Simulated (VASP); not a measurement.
The system is PtSe2.

```xyz
3
Lattice="3.7278 0.0000 0.0000 -1.8639 3.2284 0.0000 0.0000 0.0000 5.0313" Properties=species:S:1:pos:R:3 pbc="T T T"
Pt    0.0000    0.0000    0.0000
Se    0.0000    2.1522    1.3092
Se    1.8639    1.0761    3.7221
```

Base run:

| Quantity | Value |
| --- | --- |
| Program | VASP 6.6.1 |
| Functional | r2SCAN |
| Potentials or basis | VASP PAW PBE potentials, release 64 (Pt, Se) |
| Cutoff | 520 eV |
| k mesh | 14 × 14 × 9 |
| Occupations | fermi-dirac, width 0.05 eV |
| Spin | no spin polarisation |

Its results: band gap on the k mesh zero (bands 11 and 12 overlap by 0.50 eV); pressure 2.1 GPa; largest force 0.229 eV/Å.

Problem. The run is repeated on the same cell with these changes: functional from r2SCAN to LDA; potentials or basis from VASP PAW PBE potentials, release 64 (Pt, Se) to VASP PAW LDA potentials, release 64 (Pt, Se). What comes out?

Solution. Band gap on the k mesh zero (bands 11 and 12 overlap by 0.67 eV); pressure -2.9 GPa; largest force 0.316 eV/Å.

Caveats: spin-orbit coupling is left out, which moves the levels of the heavy elements; the PAW data sets were made with another functional, which shifts forces and pressure a little (at least some runs).
